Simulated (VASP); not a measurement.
The system is Ti.

```
Ti
1.0
    -1.64100    1.64100    1.64100
     1.64100   -1.64100    1.64100
     1.64100    1.64100   -1.64100
Ti
1
Direct
  0.00000 0.00000 0.00000
```

* Program: VASP 6.6.1
* Task: relaxation of cell and atoms
* Functional: PBEsol
* Dispersion: D3(BJ)
* Potentials or basis: VASP PAW PBE potentials, release 64 (Ti_sv)
* Cutoff: 600 eV
* k mesh: 12 × 12 × 12
* Occupations: fermi-dirac, width 0.15 eV
* Spin: no spin polarisation

At the start: pressure -11.4 GPa; volume 17.68 Å³/atom.

Problem. Where does the relaxation end?

Solution. Over 3 steps the energy falls by 76.0 meV/atom and the volume is 15.72 Å³/atom (-11.1 %); space group Im-3m (No. 229, to 0.05 Å).

The path:
```tsv
step	energy change (eV)	largest force (eV/Å)	pressure (GPa)	volume (Å³)
1	0.0000	0.0000	-11.41	17.68
2	-0.0465	0.0000	9.29	14.65
3	-0.0760	0.0000	-0.05	15.72
```

Final structure:
```
Ti
1.0
    -1.57814    1.57814    1.57814
     1.57814   -1.57814    1.57814
     1.57814    1.57814   -1.57814
Ti
1
Direct
  0.00000 0.00000 0.00000
```

Caveat: the PAW data sets were made with another functional, which shifts forces and pressure a little; the volume moved by -11 % from the deposited cell, more than functionals usually miss; pairwise dispersion overbinds metals, which lowers pressure and volume.
